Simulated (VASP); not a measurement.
Zn: single point with LDA

The system is Zn.

```
Zn
1.0
    -1.56904    1.56904    1.52197
     1.56904   -1.56904    1.52197
     1.56904    1.56904   -1.52197
Zn
1
Direct
  0.00000 0.00000 0.00000
```

This cell differs from its parent crystal: strain +0.000 along x and y, -0.030 along z.

```json
{
 "Program": "VASP 6.6.1",
 "Task": "single point",
 "Functional": "LDA",
 "Potentials or basis": "VASP PAW LDA potentials, release 64 (Zn)",
 "Cutoff": "520 eV",
 "k mesh": "22 × 22 × 22",
 "Occupations": "gaussian, width 0.15 eV",
 "Spin": "no spin polarisation"
}
```

```
Pressure               : -6.3 GPa
Band gap on the k mesh : zero (band 6 reaches 6.95 eV, above the bottom of band 7 at 1.87 eV)
```

Stress tensor (GPa, compression positive):
```
-5.67  0.00  0.00
 0.00 -5.67  0.00
 0.00  0.00 -7.42
```

Levels at points of the mesh, in eV from the Fermi level:
| k point | band 4 | band 5 | band 6 | band 7 | band 8 | band 9 |
| --- | --- | --- | --- | --- | --- | --- |
| (0.00, 0.00, 0.00) | -7.94 | -7.45 | -7.40 | 18.94 | 18.94 | 19.50 |
| (0.50, 0.00, 0.00) | -7.37 | -7.07 | -2.72 | -0.93 | 11.13 | 12.56 |
| (0.50, 0.50, 0.00) | -7.41 | -7.08 | -2.90 | -1.24 | 11.81 | 13.36 |
| (0.50, 0.50, 0.50) | -7.16 | -7.15 | 3.83 | 3.83 | 4.78 | 7.40 |

It took 63 s on 1 thread of AMD EPYC 9R14 (Zen 4), on a shared host, peak memory 0.2 GiB.

Caveat: the cell differs from its parent crystal (strain +0.000 along x and y, -0.030 along z).
